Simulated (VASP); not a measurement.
Write the native input for VASP 6.6.1 that does the following.

* Task: single point
* Functional: PBE
* Potentials or basis: VASP PAW PBE potentials, release 64 (Ag)
* Cutoff: 520 eV
* k mesh: 45 × 45 × 45
* Occupations: fermi-dirac, width 0.0612256 eV
* Spin: no spin polarisation
* Dipole correction: no
* Further INCAR settings: ALGO = Normal; EDIFF = 1e-06; NBANDS = 12

The structure of Ag lies in POSCAR:

```
Ag
1.0
    0.0000000000      2.1145503012      2.1145503012
    2.1145503012      0.0000000000      2.1145503012
    2.1145503012      2.1145503012      0.0000000000
Ag
1
Direct
    0.0000000000      0.0000000000      0.0000000000
```

The input as run:

INCAR

```
  PREC = Accurate
  ENCUT = 520
  EDIFF = 1E-6
  ISMEAR = -1
  SIGMA = 0.06122561905347299
  LREAL = F
  LASPH = T
  NELM = 80
  ALGO = Normal
  ISIF = 2
  LWAVE = F
  LCHARG = F
  GGA = PE
  NBANDS = 12
```

KPOINTS

```
regular mesh
0
Gamma
  45 45 45
```

Potentials or basis: VASP PAW PBE potentials, release 64 (Ag).

Run with:

```sh
$ cat potpaw_PBE.64/Ag/POTCAR > POTCAR
$ mpirun -np 1 vasp_std > vasp.out
```

Results of the run:

| Property | Result |
| --- | --- |
| Pressure | -4.5 GPa |

Run time: 2.6 min on 1 thread of Intel(R) Xeon(R) Platinum 8488C (Sapphire Rapids), with other jobs on the host, peak memory 0.58 GiB.
